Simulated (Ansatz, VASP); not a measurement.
**Two plane-wave programs on TiC**

```xyz
4
Lattice="1.5498 0.8948 4.8696 -1.5498 0.8948 4.8696 0.0000 -1.7895 4.8696" Properties=species:S:1:pos:R:3 pbc="T T T"
Ti    0.0000    0.0000    3.9348
Ti    0.0000    0.0000   10.6741
C     0.0000    0.0000    7.3044
C     0.0000    0.0000    0.0000
```

Alike in both runs: task relaxation of cell and atoms; functional PBE; k mesh 6 × 6 × 6; occupations gaussian, width 0.1 eV; no spin polarisation.

|  | VASP | Ansatz |
| --- | --- | --- |
| version | VASP 6.6.1 | Ansatz 0.2.0 |
| potentials or method | VASP PAW PBE potentials, release 64 (Ti_sv, C), cutoff 600 eV | scalar-relativistic, plane waves, PAW |
| valence electrons in the cell | 32 | 32 |

VASP gave:

| Item | Value |
| --- | --- |
| gap on the k mesh at the Fermi level, each at its own relaxed structure (eV) | none |
| relaxed volume (Å³/atom) | 10.17 |
| relaxed cell length with the largest relative difference (Å) | 5.276 |

**Question.** What did Ansatz give for the same quantities?

**Answer.** gap on the k mesh at the Fermi level, each at its own relaxed structure (eV): none; relaxed volume (Å³/atom): 10.16; relaxed cell length with the largest relative difference (Å): 5.281.

A gap of «none» marks a metal or a gap that the smearing closes.

The k mesh is coarse, so the values compare programs but aren't converged.
